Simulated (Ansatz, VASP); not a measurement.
**One calculation of BP, two programs**

The input POSCAR:

```
BP
1.0
    0.0000000000      2.2683156689      2.2002661989
    2.2683156689      0.0000000000      2.2002661989
    2.2683156689      2.2683156689      0.0000000000
B P
1 1
Direct
    0.0000000000      0.0000000000      0.0000000000
    0.2500000000      0.2500000000      0.2500000000
```

INCAR.step1

```
SYSTEM = BP
PREC     = Accurate       ! precision mode
ENCUT    = 520            ! plane-wave cutoff, eV
ISMEAR   = 0              ! smearing method
SIGMA    = 0.01           ! smearing width, eV
LREAL    = .False.        ! projectors in reciprocal space
LASPH    = .True.         ! aspherical terms in the spheres
NELM     = 80             ! most SCF steps
NBANDS   = 11             ! bands
GGA      = PE             ! functional
ALGO     = Normal         ! electronic algorithm
EDIFF    = 1E-4           ! SCF threshold, eV
LWAVE    = .True.         ! write WAVECAR
LCHARG   = .False.        ! write CHGCAR
```

INCAR.step2

```
SYSTEM = BP
PREC     = Accurate       ! precision mode
ENCUT    = 520            ! plane-wave cutoff, eV
EDIFF    = 1E-6           ! SCF threshold, eV
ISMEAR   = 0              ! smearing method
SIGMA    = 0.01           ! smearing width, eV
LREAL    = .False.        ! projectors in reciprocal space
LASPH    = .True.         ! aspherical terms in the spheres
NELM     = 80             ! most SCF steps
ALGO     = Normal         ! electronic algorithm
ISIF     = 2              ! what is computed and relaxed
LWAVE    = .False.        ! write WAVECAR
LCHARG   = .True.         ! write CHGCAR
METAGGA  = R2SCAN         ! meta-GGA
LMIXTAU  = .True.       
LELF     = .True.         ! ELF
LVHAR    = .True.       
NBANDS   = 11             ! bands
ISTART   = 1
```

KPOINTS

```
regular mesh
0
Gamma
  10 10 10
  0 0 0
```

Input for Ansatz:

```yaml
crystal:
  lattice:
    - [0.0, 2.2683156689, 2.2002661989]
    - [2.2683156689, 0.0, 2.2002661989]
    - [2.2683156689, 2.2683156689, 0.0]
  atoms:
    - { symbol: B, position: [0.0, 0.0, 0.0] }
    - { symbol: P, position: [0.25, 0.25, 0.25] }
kpoints:
  mp_grid: { grid: [10, 10, 10] }
  band_path:
    path:
      - [0.0, 0.0, 0.0]
      - [-0.5, -0.5, 0.0]
      - [-0.375, -0.375, 0.25]
      - [-0.375, 0.0, 0.375]
      - [0.0, 0.0, 0.5]
      - [-0.5, -0.25, 0.25]
      - [0.414062, 0.414062, 0.0]
    npoints: 1
hamiltonian:
  xc: r2scan
scf:
  occupations: { method: fixed }
  n_extra_bands: 4
output:
  forces: true
  stress: true
  eigenvalues: true
```

Change from the starting cell: uniaxial_z strain -3.0%.

Alike in both runs: task single point; functional r2SCAN; k mesh 10 × 10 × 10; no spin polarisation.

|  | VASP | Ansatz |
| --- | --- | --- |
| version | VASP 6.6.1 | Ansatz 0.2.0 |
| potentials or method | VASP PAW PBE potentials, release 64 (B, P) | plane waves, PAW |
| plane-wave cutoff (eV) | 520 | 500 |
| occupations | gaussian, width 0.01 eV | fixed |
| valence electrons in the cell | 8 | 8 |

|  | VASP | Ansatz | Ansatz less VASP |
| --- | --- | --- | --- |
| gap on the k mesh at the Fermi level (eV) | 0.92 | 0.89 | -0.028 |
| pressure (GPa) | 4.9 | 5.4 | +0.54 |
| traceless stress, the component that is largest in VASP (GPa) | 5.78 | 5.75 | -0.027 |

VASP's potentials were made for PBE, not for r2SCAN.
